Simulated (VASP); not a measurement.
# TiO2 (C2/c) in VASP: further runs

The runs below take TiO2 through single point, with r2SCAN+U.

All numbers are computed with VASP 6.6.1; they aren't measurements. Logs are shortened: lines on timing, memory, paths and dates and some standing lists are left out, and cuts for length are marked.

## Step 1: The cell of the first run

The typed cell holds 6 atoms: a = 3.607 Å, b = 3.607 Å, c = 5.464 Å, α = 109.30°, β = 109.30°, γ = 90.00°.

## Step 2: Single point, r2SCAN+U (strain -0.050 along x and y, +0.000 along z)

Contents of POSCAR:

```
TiO2
1.0
    2.5505206262     -2.5505263665     -0.0201584547
    2.5505206262      2.5505263665     -0.0201584547
   -2.5161299842      0.0000000000      4.8501018565
Ti O
2 4
Direct
    0.1249948851      0.8750051149      0.2500000000
    0.8750051149      0.1249948851      0.7500000000
    0.3311340192      0.0811285959      0.6622697772
    0.6688659808      0.9188714041      0.3377302228
    0.9188714041      0.6688659808      0.8377302228
    0.0811285959      0.3311340192      0.1622697772
```

Contents of INCAR.step1:

```
PREC = Accurate
ENCUT = 520
ISMEAR = 0
SIGMA = 0.05
LREAL = False
LASPH = True
NELM = 150
LMAXMIX = 4
LDAU = True
LDAUTYPE = 2
LDAUL = 2 -1
LDAUU = 4 0
LDAUJ = 0 0
NBANDS = 33
GGA = PE
ALGO = Normal
EDIFF = 1E-4
LWAVE = True
LCHARG = False
```

Contents of INCAR.step2:

```
PREC = Accurate
ENCUT = 520
EDIFF = 1E-6
ISMEAR = 0
SIGMA = 0.05
LREAL = False
LASPH = True
NELM = 150
ALGO = Normal
ISIF = 2
LWAVE = False
LCHARG = True
LMAXMIX = 4
LDAU = True
LDAUTYPE = 2
LDAUL = 2 -1
LDAUU = 4 0
LDAUJ = 0 0
LDAUPRINT = 1
METAGGA = R2SCAN
LMIXTAU = True
LELF = True
LVHAR = True
NBANDS = 33
ISTART = 1
```

Contents of KPOINTS:

```
Automatic mesh
0
Gamma
  6 6 6
```

Potentials or basis: VASP PAW PBE potentials, release 64 (Ti_sv, O).

Command:

```bash
$ cat potpaw_PBE.64/Ti_sv/POTCAR potpaw_PBE.64/O/POTCAR > POTCAR
$ cp INCAR.step1 INCAR
$ mpirun -np 1 vasp_std > vasp.out
$ cp INCAR.step2 INCAR
$ mpirun -np 1 vasp_std > vasp.out
```

OUTCAR:

```text
PREC = Accurate
   ENCUT = 520
   EDIFF = 1E-6
   ISMEAR = 0
   LREAL = False
   LASPH = True
   NELM = 150
   ISIF = 2
   METAGGA = R2SCAN
   ISTART = 1

 ion  position               nearest neighbor table
   1  0.125  0.875  0.250-   4 1.85   6 1.85   6 1.85   4 1.85   3 1.99   5 1.99
   2  0.875  0.125  0.750-   5 1.85   3 1.85   5 1.85   3 1.85   6 1.99   4 1.99
   3  0.331  0.081  0.662-   2 1.85   2 1.85   1 1.99
   4  0.669  0.919  0.338-   1 1.85   1 1.85   2 1.99
   5  0.919  0.669  0.838-   2 1.85   2 1.85   1 1.99
   6  0.081  0.331  0.162-   1 1.85   1 1.85   2 1.99

  Warning from LATTYP: Got some problem with cell dimensions!
  Tried to take original basis but could not verify dimensions!
  LATTYP: Found a base centered monoclinic cell.
 ALAT       =     5.1012005755
 B/A-ratio  =     0.9999710181
 C/A-ratio  =     1.0704116202
 COS(beta)  =    -0.4664171294

  Lattice vectors:

 A1 = (  -2.5505206262,   2.5505263665,   0.0201584547)
 A2 = (  -2.5505206262,  -2.5505263665,   0.0201584547)
 A3 = (   2.5849112682,   0.0000000000,   4.8097849471)

Analysis of symmetry for initial positions (statically):
=====================================================================
 Subroutine PRICEL returns:
 Original cell was already a primitive cell.

 Routine SETGRP: Setting up the symmetry group for a
 base centered monoclinic supercell.

 Subroutine GETGRP returns: Found  4 space group operations
 (whereof  2 operations were pure point group operations)
 out of a pool of  4 trial point group operations.

The static configuration has the point symmetry S_2 .
 The point group associated with its full space group is C_2h.

Analysis of symmetry for dynamics (positions and initial velocities):
=====================================================================
 Subroutine PRICEL returns:
 Original cell was already a primitive cell.

 Routine SETGRP: Setting up the symmetry group for a
 base centered monoclinic supercell.

 Subroutine GETGRP returns: Found  4 space group operations
 (whereof  2 operations were pure point group operations)
 out of a pool of  4 trial point group operations.

The dynamic configuration has the point symmetry S_2 .
 The point group associated with its full space group is C_2h.

 Subroutine INISYM returns: Found  4 space group operations
 (whereof  2 operations are pure point group operations),
 and found     1 'primitive' translations

----------------------------------------------------------------------------------------

                                     Primitive cell

  volume of cell :      62.8427

  direct lattice vectors                    reciprocal lattice vectors
     2.550520626 -2.550526367 -0.020158455     0.196845523 -0.196037966  0.102119283
     2.550520626  2.550526367 -0.020158455     0.196845523  0.196037966  0.102119283
    -2.516129984  0.000000000  4.850101857     0.001636296  0.000000000  0.207030113

  length of vectors
     3.607041249  3.607041249  5.463917836     0.295985459  0.295985459  0.207036579

  position of ions in fractional coordinates (direct lattice)
     0.124994885  0.875005115  0.250000000
     0.875005115  0.124994885  0.750000000
     0.331134019  0.081128596  0.662269777
     0.668865981  0.918871404  0.337730223
     0.918871404  0.668865981  0.837730223
     0.081128596  0.331134019  0.162269777

  ion indices of the primitive-cell ions
   primitive index   ion index
                 1           1
                 2           2
                 3           3
                 4           4
                 5           5
                 6           6

----------------------------------------------------------------------------------------

 KPOINTS: Automatic mesh

Automatic generation of k-mesh.
 Grid dimensions read from file:
 generate k-points for:    6    6    6

 Generating k-lattice:

  Cartesian coordinates                     Fractional coordinates (reciprocal lattice)
     0.032807587 -0.032672994  0.017019880     0.166666667 -0.000000000  0.000000000
     0.032807587  0.032672994  0.017019880    -0.000000000  0.166666667  0.000000000
[... 72 lines left out ...]
   EFERMI =   0.00;   METHOD = LEGACY
   ISMEAR =     0;   SIGMA  =   0.05  broadening in eV -4-tet -1-fermi 0-gaus
   EFERMI_NEDOS =   21; number of points for ismear=-14 and -15
   IALGO  =     38    algorithm
   IMIX   =      4    mixing-type and parameters
     AMIX     =   0.40;   BMIX     =  1.00
     AMIX_MAG =   1.60;   BMIX_MAG =  1.00
  volume/ion in A,a.u.               =      10.47        70.68
  Fermi-wavevector in a.u.,A,eV,Ry     =   1.496478  2.827932 30.469499  2.239445
  Thomas-Fermi vector in A             =   2.608489
   LORBIT       =      0    0 simple, 1 ext, 2 COOP (PROOUT), +10 PAW based schemes
 LDA+U is selected, type is set to LDAUTYPE =  2
   angular momentum for each species LDAUL =     2   -1
   U (eV)           for each species LDAUU =   4.0  0.0
   J (eV)           for each species LDAUJ =   0.0  0.0
   METAGGA = R2SCAN    functional components
   LHFCALC =     F    Hartree Fock is set to
   AEXX    =    0.0000 exact exchange contribution
   IVDW    =     0    specifies the selected vdW correction
   LEPSILON=     F    determine dielectric tensor
   LRPA    =     F    only Hartree local field effects (RPA)
 non-spin polarized calculation
 Gauss-broadening in eV      SIGMA  =   0.05
  energy-cutoff  :      520.00
  volume of cell :       62.84
 maximum number of plane-waves:      1708
   NGX = 13   NGY = 13   NGZ = 21

atom =   1  type =  1  l = 2

 onsite density matrix

spin component  1

  0.2886 -0.0013 -0.0000 -0.0000  0.0000
 -0.0013  0.1081 -0.0000  0.0000  0.0000
 -0.0000 -0.0000  0.2400  0.0017  0.0000
 -0.0000  0.0000  0.0017  0.1081  0.0000
  0.0000  0.0000  0.0000  0.0000  0.1100

spin component  2

  0.2886 -0.0013 -0.0000 -0.0000  0.0000
 -0.0013  0.1081 -0.0000  0.0000  0.0000
 -0.0000 -0.0000  0.2400  0.0017  0.0000
 -0.0000  0.0000  0.0017  0.1081  0.0000
  0.0000  0.0000  0.0000  0.0000  0.1100

 occupancies and eigenvectors

  o =  0.1081  v =  0.0074  1.0000  0.0000 -0.0000  0.0000  0.0000  0.0000  0.0000  0.0000  0.0000      0.0000  0.0000  0.0000  0.0000  0.0000  0.0000  0.0000  0.0000  0.0000  0.0000
  o =  0.1081  v =  0.0000  0.0000  0.0000  0.0000  0.0000  0.0074  1.0000  0.0000 -0.0000  0.0000      0.0000  0.0000  0.0000  0.0000  0.0000  0.0000  0.0000  0.0000  0.0000  0.0000
  o =  0.1081  v = -0.0000 -0.0000  0.0127 -0.9999  0.0028  0.0000  0.0000  0.0000  0.0000  0.0000      0.0000  0.0000  0.0000  0.0000  0.0000  0.0000  0.0000  0.0000  0.0000  0.0000
  o =  0.1081  v =  0.0000  0.0000  0.0000  0.0000  0.0000 -0.0000 -0.0000  0.0127 -0.9999  0.0028      0.0000  0.0000  0.0000  0.0000  0.0000  0.0000  0.0000  0.0000  0.0000  0.0000
  o =  0.1100  v =  0.0000  0.0000 -0.0001  0.0028  1.0000  0.0000  0.0000  0.0000  0.0000  0.0000      0.0000  0.0000  0.0000  0.0000  0.0000  0.0000  0.0000  0.0000  0.0000  0.0000
  o =  0.1100  v =  0.0000  0.0000  0.0000  0.0000  0.0000  0.0000  0.0000 -0.0001  0.0028  1.0000      0.0000  0.0000  0.0000  0.0000  0.0000  0.0000  0.0000  0.0000  0.0000  0.0000
  o =  0.2400  v =  0.0000  0.0000  0.0000  0.0000  0.0000 -0.0000  0.0000 -0.9999 -0.0127 -0.0000      0.0000  0.0000  0.0000  0.0000  0.0000  0.0000  0.0000  0.0000  0.0000  0.0000
  o =  0.2400  v = -0.0000  0.0000 -0.9999 -0.0127 -0.0000  0.0000  0.0000  0.0000  0.0000  0.0000      0.0000  0.0000  0.0000  0.0000  0.0000  0.0000  0.0000  0.0000  0.0000  0.0000
  o =  0.2886  v = -1.0000  0.0074  0.0000  0.0000 -0.0000  0.0000  0.0000  0.0000  0.0000  0.0000      0.0000  0.0000  0.0000  0.0000  0.0000  0.0000  0.0000  0.0000  0.0000  0.0000
  o =  0.2886  v =  0.0000  0.0000  0.0000  0.0000  0.0000 -1.0000  0.0074  0.0000  0.0000 -0.0000      0.0000  0.0000  0.0000  0.0000  0.0000  0.0000  0.0000  0.0000  0.0000  0.0000

atom =   2  type =  1  l = 2

 onsite density matrix

spin component  1

  0.2886 -0.0013 -0.0000 -0.0000  0.0000
 -0.0013  0.1081 -0.0000  0.0000  0.0000
 -0.0000 -0.0000  0.2400  0.0017  0.0000
 -0.0000  0.0000  0.0017  0.1081  0.0000
  0.0000  0.0000  0.0000  0.0000  0.1100

spin component  2

  0.2886 -0.0013 -0.0000 -0.0000  0.0000
 -0.0013  0.1081 -0.0000  0.0000  0.0000
 -0.0000 -0.0000  0.2400  0.0017  0.0000
 -0.0000  0.0000  0.0017  0.1081  0.0000
  0.0000  0.0000  0.0000  0.0000  0.1100

 occupancies and eigenvectors

  o =  0.1081  v =  0.0074  1.0000  0.0000 -0.0000  0.0000  0.0000  0.0000  0.0000  0.0000  0.0000      0.0000  0.0000  0.0000  0.0000  0.0000  0.0000  0.0000  0.0000  0.0000  0.0000
  o =  0.1081  v =  0.0000  0.0000  0.0000  0.0000  0.0000  0.0074  1.0000  0.0000 -0.0000  0.0000      0.0000  0.0000  0.0000  0.0000  0.0000  0.0000  0.0000  0.0000  0.0000  0.0000
  o =  0.1081  v = -0.0000 -0.0000  0.0127 -0.9999  0.0028  0.0000  0.0000  0.0000  0.0000  0.0000      0.0000  0.0000  0.0000  0.0000  0.0000  0.0000  0.0000  0.0000  0.0000  0.0000
  o =  0.1081  v =  0.0000  0.0000  0.0000  0.0000  0.0000 -0.0000 -0.0000  0.0127 -0.9999  0.0028      0.0000  0.0000  0.0000  0.0000  0.0000  0.0000  0.0000  0.0000  0.0000  0.0000
  o =  0.1100  v =  0.0000  0.0000 -0.0001  0.0028  1.0000  0.0000  0.0000  0.0000  0.0000  0.0000      0.0000  0.0000  0.0000  0.0000  0.0000  0.0000  0.0000  0.0000  0.0000  0.0000
  o =  0.1100  v =  0.0000  0.0000  0.0000  0.0000  0.0000  0.0000  0.0000 -0.0001  0.0028  1.0000      0.0000  0.0000  0.0000  0.0000  0.0000  0.0000  0.0000  0.0000  0.0000  0.0000
  o =  0.2400  v =  0.0000  0.0000  0.0000  0.0000  0.0000 -0.0000  0.0000 -0.9999 -0.0127 -0.0000      0.0000  0.0000  0.0000  0.0000  0.0000  0.0000  0.0000  0.0000  0.0000  0.0000
  o =  0.2400  v = -0.0000  0.0000 -0.9999 -0.0127 -0.0000  0.0000  0.0000  0.0000  0.0000  0.0000      0.0000  0.0000  0.0000  0.0000  0.0000  0.0000  0.0000  0.0000  0.0000  0.0000
  o =  0.2886  v = -1.0000  0.0074  0.0000  0.0000 -0.0000  0.0000  0.0000  0.0000  0.0000  0.0000      0.0000  0.0000  0.0000  0.0000  0.0000  0.0000  0.0000  0.0000  0.0000  0.0000
  o =  0.2886  v =  0.0000  0.0000  0.0000  0.0000  0.0000 -1.0000  0.0074  0.0000  0.0000 -0.0000      0.0000  0.0000  0.0000  0.0000  0.0000  0.0000  0.0000  0.0000  0.0000  0.0000

 number of electron      48.0000013 magnetization

 Free energy of the ion-electron system (eV)
  ---------------------------------------------------
  ext. energy  EPLUGINS =         0.00000000
  ---------------------------------------------------
  free energy    TOTEN  =       -63.68381317 eV

  energy without entropy =      -63.68381317  energy(sigma->0) =      -63.68381317

 E-fermi :   4.2976     XC(G=0): -11.9235

 val. band max:        4.0121238178   @ k =   0.5000   0.5000   0.0000
 cond. band min:       7.6424374633   @ k =   0.0000   0.0000   0.0000
 fundamental gap:      3.6303136455
 Fermi energy:         4.2975735326

 k-point     1 :       0.0000    0.0000    0.0000
  band No.  band energies     occupation
      1     -54.9692      2.00000
      2     -54.8989      2.00000
      3     -30.4320      2.00000
      4     -30.1584      2.00000
      5     -30.1584      2.00000
      6     -30.0855      2.00000
[... 853 lines left out ...]
     32      11.6871      0.00000
     33      12.1266      0.00000

 [... further k-points ...]

------------------------ aborting loop because EDIFF is reached ----------------------------------------

  FORCE on cell =-STRESS in cart. coord.  units (eV):
  Direction    XX          YY          ZZ          XY          YZ          ZX
  --------------------------------------------------------------------------------------
  -------------------------------------------------------------------------------------
  Total       16.7420925     16.7433078      8.4564933      0.0000000      0.0000000     -0.0240016
  in kB      426.8400730    426.8710573    215.5985104      0.0000000      0.0000000     -0.6119209
  external PRESSURE =     356.4365469 kB  Pullay stress =       0.0000000 kB

 VOLUME and BASIS-vectors are now :
 -----------------------------------------------------------------------------
  energy-cutoff  :      520.00
  volume of cell :       62.84
      direct lattice vectors                 reciprocal lattice vectors
     2.550520626 -2.550526367 -0.020158455     0.196845523 -0.196037966  0.102119283
     2.550520626  2.550526367 -0.020158455     0.196845523  0.196037966  0.102119283
    -2.516129984  0.000000000  4.850101857     0.001636296  0.000000000  0.207030113

 POSITION                                       TOTAL-FORCE (eV/Angst)
 -----------------------------------------------------------------------------------
      1.92149      1.91292      1.19237         0.000000      0.007992      0.000000
      0.66342     -1.91292      3.61742         0.000000     -0.007992      0.000000
     -0.61487     -0.63765      3.20377        -0.001394     -0.001695     -0.133513
      3.19978      0.63765      1.60602         0.001394      0.001695      0.133513
      1.94172     -0.63765      4.03107         0.001394     -0.001695      0.133513
      0.64319      0.63765      0.77871        -0.001394      0.001695     -0.133513
 -----------------------------------------------------------------------------------
    total drift:                               -0.000000      0.000000      0.000000

  FREE ENERGIE OF THE ION-ELECTRON SYSTEM (eV)
  ---------------------------------------------------
  free  energy   TOTEN  =       -63.6838131667 eV

  energy  without entropy=      -63.6838131667  energy(sigma->0) =      -63.68381317
```

Run time: 9.7 min. Hardware: 1 thread of Oxide Virtual Turin-like, shared host; peak memory 0.22 GiB.

What came out:

| Property | Result |
| --- | --- |
| Free energy | -63.6838 eV |
| Pressure | 35.6 GPa |
| Largest force | 0.134 eV/Å |
| Band gap on the k mesh | 3.63 eV (least direct gap 3.95 eV) |

Forces in eV/Å, atoms in the order of the input:
```
Ti   0.000  0.008  0.000
Ti   0.000 -0.008  0.000
O   -0.001 -0.002 -0.134
O    0.001  0.002  0.134
O    0.001 -0.002  0.134
O   -0.001  0.002 -0.134
```

Eigenvalues of the final occupation matrices:
| site | spin | trace | eigenvalues |
| --- | --- | --- | --- |
| site 1 d | 1 | 0.85 | 0.11 0.11 0.11 0.24 0.29 |
| site 1 d | 2 | 0.85 | 0.11 0.11 0.11 0.24 0.29 |
| site 2 d | 1 | 0.85 | 0.11 0.11 0.11 0.24 0.29 |
| site 2 d | 2 | 0.85 | 0.11 0.11 0.11 0.24 0.29 |

Caveat: the cell differs from its parent crystal (strain -0.050 along x and y, +0.000 along z); the stress differs along the axes, from 22 to 43 GPa; the PAW data sets were made with another functional, which shifts forces and pressure a little.

## Step 3: Single point, r2SCAN+U (strain -0.025 along x and y, -0.050 along z)

Edit POSCAR of step 2 so:

```diff
@@ -2,5 +2,5 @@
 1.0
-    2.5505206262     -2.5505263665     -0.0201584547
-    2.5505206262      2.5505263665     -0.0201584547
-   -2.5161299842      0.0000000000      4.8501018565
+    2.6176395901     -2.6176454814     -0.0191505320
+    2.6176395901      2.6176454814     -0.0191505320
+   -2.5823439311      0.0000000000      4.6075967637
 Ti O
```

Contents of INCAR.step1:

```
SYSTEM = TiO2
PREC     = Accurate       ! precision mode
ENCUT    = 520            ! plane-wave cutoff, eV
ISMEAR   = 0              ! smearing method
SIGMA    = 0.05           ! smearing width, eV
LREAL    = .FALSE.        ! projectors in reciprocal space
LASPH    = .TRUE.         ! aspherical terms in the spheres
NELM     = 150            ! most SCF steps
LMAXMIX  = 4              ! l up to which the mixer works
LDAU     = .TRUE.         ! DFT+U
LDAUTYPE = 2            
LDAUL    = 2 -1           ! shell
LDAUU    = 4 0            ! U, eV
LDAUJ    = 0 0          
NBANDS   = 33             ! bands
GGA      = PE             ! functional
ALGO     = Normal         ! electronic algorithm
EDIFF    = 1E-4           ! SCF threshold, eV
LWAVE    = .TRUE.         ! write WAVECAR
LCHARG   = .FALSE.        ! write CHGCAR
```

Contents of INCAR.step2:

```
SYSTEM = TiO2
PREC     = Accurate       ! precision mode
ENCUT    = 520            ! plane-wave cutoff, eV
EDIFF    = 1E-6           ! SCF threshold, eV
ISMEAR   = 0              ! smearing method
SIGMA    = 0.05           ! smearing width, eV
LREAL    = .FALSE.        ! projectors in reciprocal space
LASPH    = .TRUE.         ! aspherical terms in the spheres
NELM     = 150            ! most SCF steps
ALGO     = Normal         ! electronic algorithm
ISIF     = 2              ! what is computed and relaxed
LWAVE    = .FALSE.        ! write WAVECAR
LCHARG   = .TRUE.         ! write CHGCAR
LMAXMIX  = 4              ! l up to which the mixer works
LDAU     = .TRUE.         ! DFT+U
LDAUTYPE = 2            
LDAUL    = 2 -1           ! shell
LDAUU    = 4 0            ! U, eV
LDAUJ    = 0 0          
LDAUPRINT= 1            
METAGGA  = R2SCAN         ! meta-GGA
LMIXTAU  = .TRUE.       
LELF     = .TRUE.         ! ELF
LVHAR    = .TRUE.       
NBANDS   = 33             ! bands
ISTART   = 1
```

Contents of KPOINTS:

```
Automatic mesh
0
G
  6 6 6
  0 0 0
```

Potentials or basis: VASP PAW PBE potentials, release 64 (Ti_sv, O).

Command:

```bash
$ cat potpaw_PBE.64/Ti_sv/POTCAR potpaw_PBE.64/O/POTCAR > POTCAR
$ cp INCAR.step1 INCAR
$ mpirun -np 1 vasp_std > vasp.out
$ cp INCAR.step2 INCAR
$ mpirun -np 1 vasp_std > vasp.out
```

Wall time 12 min (1 thread of Oxide Virtual Turin-like, shared host); peak memory 0.22 GiB.

The run converged. Its results:

* Free energy: -63.7904 eV
* Pressure: 35.5 GPa
* Largest force: 1.512 eV/Å
* Band gap on the k mesh: 3.54 eV (least direct gap 3.82 eV)

Forces on the atoms (eV/Å):
```
Ti   0.000 -0.007  0.000
Ti   0.000  0.007  0.000
O    0.011  0.002  1.512
O   -0.011 -0.002 -1.512
O   -0.011  0.002 -1.512
O    0.011 -0.002  1.512
```

Stress tensor (GPa, compression positive):
```
31.19  0.00  0.05
 0.00 31.20  0.00
 0.05  0.00 44.15
```

Levels at points of the mesh, in eV from the valence-band top:
```
           k point  band 22  band 23  band 24  band 25  band 26  band 27
(0.00, 0.00, 0.00)    -0.52    -0.47    -0.47     3.54     4.52     5.67
(0.50, 0.00, 0.00)    -1.02    -0.62    -0.58     4.78     5.08     5.16
(0.50, 0.50, 0.00)    -2.04     0.00     0.00     4.96     4.96     5.41
(0.00, 0.00, 0.50)    -1.18     0.00     0.00     4.01     4.01     5.53
(0.50, 0.00, 0.50)    -1.02    -0.62    -0.58     4.78     5.07     5.16
(0.50, 0.50, 0.50)    -2.04     0.00     0.00     4.96     4.96     5.41
```

Eigenvalues of the final occupation matrices:
| site | spin | trace | eigenvalues |
| --- | --- | --- | --- |
| site 1 d | 1 | 0.85 | 0.10 0.11 0.11 0.26 0.28 |
| site 1 d | 2 | 0.85 | 0.10 0.11 0.11 0.26 0.28 |
| site 2 d | 1 | 0.85 | 0.10 0.11 0.11 0.26 0.28 |
| site 2 d | 2 | 0.85 | 0.10 0.11 0.11 0.26 0.28 |

Caveat: the cell differs from its parent crystal (strain -0.025 along x and y, -0.050 along z); the stress differs along the axes, from 31 to 44 GPa; the PAW data sets were made with another functional, which shifts forces and pressure a little. A k mesh can miss the band edges.

(Continued in part 2 of 2.)
